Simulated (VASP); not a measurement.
# SiOs12 in VASP: single point with LDA

Aim: the single point of SiOs12 with LDA.

Program: VASP 6.6.1. These are calculated values, not measurements. Logs are shortened: lines on timing, memory, paths and dates and some standing lists are left out, and cuts for length are marked.

## (1) The cell of the first run

The cell holds a slab with vacuum, 13 atoms: a = 5.480 Å, b = 5.480 Å, c = 17.326 Å, α = 90.00°, β = 90.00°, γ = 60.00°.

## (2) Single point, LDA

Input file INCAR:

```
SYSTEM = SiOs12
ALGO     = Normal         ! electronic algorithm
EDIFF    = 1E-6           ! SCF threshold, eV
ENCUT    = 520            ! plane-wave cutoff, eV
ISIF     = 2              ! what is computed and relaxed
ISMEAR   = -1             ! smearing method
LASPH    = .True.         ! aspherical terms in the spheres
LCHARG   = .True.         ! write CHGCAR
LELF     = .True.         ! ELF
LREAL    = .False.        ! projectors in reciprocal space
LVHAR    = .True.       
LWAVE    = .False.        ! write WAVECAR
NBANDS   = 62             ! bands
NELM     = 60             ! most SCF steps
PREC     = Accurate       ! precision mode
SIGMA    = 0.15           ! smearing width, eV
```

Input file KPOINTS:

```
k-points
0
Gamma
  4 4 1
  0 0 0
```

Input file POSCAR:

```
SiOs12
1.0
    5.4800000000      0.0000000000      0.0000000000
    2.7400000000      4.7458190000      0.0000000000
    0.0000000000      0.0000000000     17.3264600000
Os Si
12 1
Direct
    0.0000000000      0.0000000000      0.0577152000
    0.5000000000      0.0000000000      0.0577152000
    0.0000000000      0.5000000000      0.0577152000
    0.5000000000      0.5000000000      0.0577152000
   -0.1665649928      0.3334641179      0.1766348760
    0.3331002503      0.3334647933      0.1766352618
   -0.1665646396      0.8331300664      0.1766371099
    0.3332915395      0.8334240763      0.1740842620
    0.0087220990     -0.0044377717      0.2973505080
    0.4957163823     -0.0044221130      0.2973506963
   -0.0000372962      0.5000799151      0.2952644261
    0.4955044596      0.5089749137      0.2973492610
    0.6664549609      0.1671393209      0.3997081797
```

Potentials or basis: VASP PAW LDA potentials, release 64 (Os, Si).

Run with:

```bash
$ cat potpaw_LDA.64/Os/POTCAR potpaw_LDA.64/Si/POTCAR > POTCAR
$ mpirun -np 1 vasp_std > vasp.out
```

OUTCAR:

```text
SYSTEM = SiOs12
   EDIFF = 1E-6
   ENCUT = 520
   ISIF = 2
   ISMEAR = -1
   LASPH = .True.
   LREAL = .False.
   NELM = 60
   PREC = Accurate

 ion  position               nearest neighbor table
   1  0.000  0.000  0.058-   8 2.56   7 2.60   5 2.60   3 2.74   3 2.74   4 2.74   4 2.74   2 2.74
                             2 2.74
   2  0.500  0.000  0.058-   8 2.56   7 2.60   6 2.60   4 2.74   3 2.74   4 2.74   3 2.74   1 2.74
                             1 2.74
   3  0.000  0.500  0.058-   5 2.60   6 2.60   7 2.60   1 2.74   1 2.74   2 2.74   2 2.74   4 2.74
                             4 2.74
   4  0.500  0.500  0.058-   8 2.56   5 2.60   6 2.60   2 2.74   1 2.74   2 2.74   1 2.74   3 2.74
                             3 2.74
   5  0.833  0.333  0.177-  11 2.59   3 2.60   4 2.60   1 2.60   9 2.64  12 2.64   6 2.74   7 2.74
                             8 2.74   8 2.74   7 2.74   6 2.74
   6  0.333  0.333  0.177-  11 2.59   3 2.60   4 2.60   2 2.60  10 2.64  12 2.64   7 2.74   5 2.74
                             8 2.74   8 2.74   5 2.74   7 2.74
   7  0.833  0.833  0.177-  11 2.59   3 2.60   1 2.60   2 2.60   9 2.64  10 2.64   6 2.74   5 2.74
                             8 2.74   8 2.74   5 2.74   6 2.74
   8  0.333  0.833  0.174-   2 2.56   1 2.56   4 2.56  12 2.63   9 2.63  10 2.63   6 2.74   5 2.74
                             7 2.74   7 2.74   5 2.74   6 2.74
   9  0.009  0.996  0.297-  13 2.40   8 2.63   7 2.64   5 2.64  12 2.67  10 2.67  11 2.74  11 2.74
                            10 2.81  12 2.81
  10  0.496  0.996  0.297-  13 2.41   8 2.63   7 2.64   6 2.64  12 2.67   9 2.67  11 2.74  11 2.74
                             9 2.81  12 2.81
  11  1.000  0.500  0.295-   7 2.59   6 2.59   5 2.59   9 2.74  10 2.74  12 2.74  12 2.74  10 2.74
                             9 2.74
  12  0.496  0.509  0.297-  13 2.40   8 2.63   6 2.64   5 2.64   9 2.67  10 2.67  11 2.74  11 2.74
                            10 2.81   9 2.81
  13  0.666  0.167  0.400-  12 2.40   9 2.40  10 2.41

  LATTYP: Found a hexagonal cell.
 ALAT       =     5.4799998158
 C/A-ratio  =     3.1617628800

  Lattice vectors:

 A1 = (  -2.7400000000,  -4.7458190000,   0.0000000000)
 A2 = (   5.4800000000,   0.0000000000,   0.0000000000)
 A3 = (   0.0000000000,   0.0000000000,  17.3264600000)

Analysis of symmetry for initial positions (statically):
=====================================================================
 Subroutine PRICEL returns:
 Original cell was already a primitive cell.

 Routine SETGRP: Setting up the symmetry group for a
 hexagonal supercell.

 Subroutine GETGRP returns: Found  1 space group operations
 (whereof  1 operations were pure point group operations)
 out of a pool of 24 trial point group operations.

The static configuration has the point symmetry C_1 .

[... 135 lines left out ...]
   EFERMI_NEDOS =   21; number of points for ismear=-14 and -15
   IALGO  =     38    algorithm
   IMIX   =      4    mixing-type and parameters
     AMIX     =   0.40;   BMIX     =  1.00
     AMIX_MAG =   1.60;   BMIX_MAG =  1.00
  volume/ion in A,a.u.               =      34.66       233.91
  Fermi-wavevector in a.u.,A,eV,Ry     =   0.991154  1.873009 13.366166  0.982386
  Thomas-Fermi vector in A             =   2.122875
   LORBIT       =      0    0 simple, 1 ext, 2 COOP (PROOUT), +10 PAW based schemes
   GGA     = CA    functional components
   LHFCALC =     F    Hartree Fock is set to
   AEXX    =    0.0000 exact exchange contribution
   IVDW    =     0    specifies the selected vdW correction
   LEPSILON=     F    determine dielectric tensor
   LRPA    =     F    only Hartree local field effects (RPA)
 non-spin polarized calculation
  energy-cutoff  :      520.00
  volume of cell :      450.61
 maximum number of plane-waves:     12136
 NGX is ok and might be reduce to    42
   NGX = 21   NGY = 21   NGZ = 65

 number of electron     100.0000007 magnetization

 Free energy of the ion-electron system (eV)
  ---------------------------------------------------
  ext. energy  EPLUGINS =         0.00000000
  ---------------------------------------------------
  free energy    TOTEN  =      -148.03913372 eV

  energy without entropy =     -147.30241296  energy(sigma->0) =     -147.67077334

 E-fermi :   0.6203     XC(G=0):  -6.8867

 val. band max:        0.6198198482   @ k =   0.0000   0.5000   0.0000
 cond. band min:       0.7035615941   @ k =   0.5000   0.2500   0.0000
 fundamental gap:      0.0837417458
 Fermi energy:         0.6202921829

 k-point     1 :       0.0000    0.0000    0.0000
  band No.  band energies     occupation
      1      -9.7050      2.00000
      2      -8.2042      2.00000
      3      -7.0377      2.00000
      4      -6.8947      2.00000
      5      -6.8717      2.00000
      6      -6.8714      2.00000
[... 639 lines left out ...]
     61       1.9723      0.00024
     62       2.3839      0.00002

------------------------ aborting loop because EDIFF is reached ----------------------------------------

  FORCE on cell =-STRESS in cart. coord.  units (eV):
  Direction    XX          YY          ZZ          XY          YZ          ZX
  --------------------------------------------------------------------------------------
  -------------------------------------------------------------------------------------
  Total      -20.1351378    -20.1090980      0.3680755     -0.0008844     -0.0156614     -0.0005054
  in kB      -71.5918555    -71.4992693      1.3087176     -0.0031446     -0.0556850     -0.0017971
  external PRESSURE =     -47.2608024 kB  Pullay stress =       0.0000000 kB

 VOLUME and BASIS-vectors are now :
 -----------------------------------------------------------------------------
  energy-cutoff  :      520.00
  volume of cell :      450.61
      direct lattice vectors                 reciprocal lattice vectors
     5.480000000  0.000000000  0.000000000     0.182481752 -0.105355893  0.000000000
     2.740000000  4.745819000  0.000000000     0.000000000  0.210711787  0.000000000
     0.000000000  0.000000000 17.326460000     0.000000000  0.000000000  0.057715194

 POSITION                                       TOTAL-FORCE (eV/Angst)
 -----------------------------------------------------------------------------------
      0.00000      0.00000      1.00000         0.018776     -0.010211      0.032739
      2.74000      0.00000      1.00000        -0.018701     -0.010172      0.032583
      1.37000      2.37291      1.00000        -0.000011      0.000450     -0.180785
      4.11000      2.37291      1.00000         0.000005      0.023348      0.035578
      5.48092      1.58256      3.06046         0.000758      0.000432     -0.006973
      2.73908      1.58256      3.06046        -0.000736      0.000340     -0.007193
      6.85000      3.95388      3.06050        -0.000062     -0.001023     -0.008655
      4.11002      3.95528      3.01626         0.000002     -0.001432     -0.078305
      2.77564      4.72476      5.15203         0.012635     -0.002903      0.032244
      5.44441      4.72483      5.15203        -0.012684     -0.003292      0.032363
      6.85001      2.37329      5.11589        -0.000141     -0.002122      0.039729
      4.10996      2.41550      5.15201         0.000336      0.009478      0.029694
      4.11013      0.79321      6.92553        -0.000176     -0.002894      0.046982
 -----------------------------------------------------------------------------------
    total drift:                                0.000000     -0.000002     -0.000173

  FREE ENERGIE OF THE ION-ELECTRON SYSTEM (eV)
  ---------------------------------------------------
  free  energy   TOTEN  =      -148.0391337161 eV

  energy  without entropy=     -147.3024129620  energy(sigma->0) =     -147.67077334
```

OSZICAR:

```text
N       E                     dE             d eps       ncg     rms          rms(c)
DAV:   1     0.691993599018E+03    0.69199E+03   -0.41624E+04  1240   0.137E+03
DAV:   2    -0.653625482483E+02   -0.75736E+03   -0.69582E+03  1436   0.404E+02
DAV:   3    -0.152469027001E+03   -0.87106E+02   -0.82896E+02  1664   0.110E+02
[... 26 lines left out ...]
DAV:  30    -0.148039121508E+03   -0.88995E-05   -0.50740E-07   836   0.375E-03    0.269E-03
DAV:  31    -0.148039126395E+03   -0.48868E-05   -0.31788E-07   778   0.260E-03    0.228E-03
DAV:  32    -0.148039130158E+03   -0.37631E-05   -0.25364E-07   838   0.173E-03    0.275E-03
DAV:  33    -0.148039133002E+03   -0.28440E-05   -0.29095E-07   860   0.158E-03    0.192E-03
DAV:  34    -0.148039133716E+03   -0.71404E-06   -0.13028E-07   754   0.124E-03
   1 F= -.14803913E+03 E0= -.14767077E+03  d E =-.736721E+00
```

It took 16 min on 1 thread of Intel Xeon Platinum 8259CL at 2.50GHz (Skylake/Cascade Lake), shared host; peak memory 0.53 GiB.

Results:

```yaml
Free_energy: -148.0391 eV
Largest_force: 0.181 eV/Å
Band_gap_on_the_k_mesh: zero (bands 50 and 51 overlap by 1.16 eV)
```

Forces in eV/Å, atoms in the order of the input:
```
Os   0.019 -0.010  0.033
Os  -0.019 -0.010  0.033
Os   0.000  0.000 -0.181
Os   0.000  0.023  0.036
Os   0.001  0.000 -0.007
Os  -0.001  0.000 -0.007
Os   0.000 -0.001 -0.009
Os   0.000 -0.001 -0.078
Os   0.013 -0.003  0.032
Os  -0.013 -0.003  0.032
Os   0.000 -0.002  0.040
Os   0.000  0.009  0.030
Si   0.000 -0.003  0.047
```

Caveat: there is no dipole correction, which matters where the two faces differ; spin-orbit coupling is left out, which moves the levels of the heavy elements.

The gap in the log of VASP goes by the Fermi energy; the results here count the filled bands.